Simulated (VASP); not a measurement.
Write the native input for VASP 6.6.1 that does the following.

```yaml
Task: single point
Functional: PBE
Potentials_or_basis: VASP PAW PBE potentials, release 64 (Cu)
Cutoff: 520 eV
k_mesh: 24 × 24 × 24
Occupations: gaussian, width 0.15 eV
Spin: no spin polarisation
Dipole_correction: no
Further_INCAR_settings: ALGO = Fast; EDIFF = 1e-07; NBANDS = 12
```

The structure of Cu lies in POSCAR:

```
Cu
1.0
   -0.5714741909      1.5715540250      1.5715540250
    1.5715540250     -0.5714741909      1.5715540250
    1.5715540250      1.5715540250     -0.5714741909
Cu
1
Direct
    0.0000000000      0.0000000000      0.0000000000
```

This cell differs from its parent crystal: ratio of the length along [111] to the lengths across it x 0.6, volume and fractional coordinates fixed.

These files were run (other wordings do the same):

INCAR

```
SYSTEM = Cu
PREC = Accurate
ENCUT = 520
EDIFF = 1E-7
ISMEAR = 0
SIGMA = 0.15
LREAL = .FALSE.
LASPH = .TRUE.
NELM = 60
ALGO = Fast
ISIF = 2
LWAVE = .FALSE.
LCHARG = .FALSE.
GGA = PE
NBANDS = 12
```

KPOINTS

```
regular mesh
0
G
  24 24 24
  0 0 0
```

Potentials or basis: VASP PAW PBE potentials, release 64 (Cu).

Run with:

```bash
$ cat potpaw_PBE.64/Cu/POTCAR > POTCAR
$ mpirun -np 1 vasp_std > vasp.out
```

Results of the run:

```
Pressure : 22.7 GPa
```

Run time: 69 s on 1 thread of Intel(R) Xeon(R) 6975P-C (Granite Rapids), on a shared host, peak memory 0.28 GiB.
